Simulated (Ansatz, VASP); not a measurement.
One calculation of TiAl3, two programs

```xyz
8
Lattice="3.8240 0.0000 0.0000 0.0000 3.8240 0.0000 0.0000 0.0000 8.7351" Properties=species:S:1:pos:R:3 pbc="T T T"
Ti    0.0000    0.0000    0.0000
Ti    1.9120    1.9120    4.3676
Al    1.9120    1.9120    0.0000
Al    0.0000    1.9120    2.1838
Al    1.9120    0.0000    2.1838
Al    0.0000    0.0000    4.3676
Al    1.9120    0.0000    6.5513
Al    0.0000    1.9120    6.5513
```

Change from the starting cell: strain along c alone, the other axes held, atoms relaxed: +2.0 %.

Alike in both runs: task single point; functional r2SCAN; k mesh 10 × 10 × 4; occupations gaussian, width 0.1 eV; no spin polarisation.

```csv
,VASP,Ansatz
version,VASP 6.6.1,Ansatz 0.2.0
potentials or method,"VASP PAW PBE potentials, release 64 (Ti_sv, Al), cutoff 520 eV","scalar-relativistic, plane waves, PAW"
valence electrons in the cell,42,42
```

|  | VASP | Ansatz | Ansatz less VASP |
| --- | --- | --- | --- |
| gap on the k mesh at the Fermi level (eV) | none | none | - |
| pressure (GPa) | -2.2 | -2.1 | +0.04 |
| traceless stress, the component that is largest in VASP (GPa) | -2.41 | -2.44 | -0.027 |

VASP's potentials were made for PBE, not for r2SCAN. A gap of «none» marks a metal or a gap that the smearing closes.
